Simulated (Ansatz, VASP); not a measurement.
# SnSe2: VASP beside Ansatz

```
CELL_PARAMETERS angstrom
3.64800 0.00000 0.00000
-1.82400 3.15926 0.00000
0.00000 0.00000 6.33440
ATOMIC_POSITIONS crystal
Sn 0.00000 0.00000 0.00000
Se 0.33333 0.66667 0.26513
Se 0.66667 0.33333 0.73487
```

Alike in both runs: task single point; functional PBE; dispersion D3(BJ); k mesh 12 × 12 × 6; occupations gaussian, width 0.03 eV; no spin polarisation.

|  | VASP | Ansatz |
| --- | --- | --- |
| version | VASP 6.6.1 | Ansatz 0.2.0 |
| potentials or method | VASP PAW PBE potentials, release 64 (Sn_d, Se), cutoff 500 eV | scalar-relativistic, plane waves, PAW |
| valence electrons in the cell | 26 | 46 |

|  | VASP | Ansatz | Ansatz less VASP |
| --- | --- | --- | --- |
| gap on the k mesh at the Fermi level (eV) | 0.12 | 0.13 | +0.002 |
| least direct gap on the mesh (eV) | 0.94 | 0.94 | +0.003 |
| pressure (GPa) | 3.8 | 3.7 | -0.10 |
| traceless stress, the component that is largest in VASP (GPa) | -5.55 | -5.58 | -0.029 |
| rms of the force components (eV/Å) | 0.102 | 0.110 | +0.0082 |

Atom by atom the forces differ by 0.008 eV/Å (rms over components). VASP's potentials hold 26 valence electrons a cell and Ansatz's 46, so a difference there can come from the potentials and not from the codes.
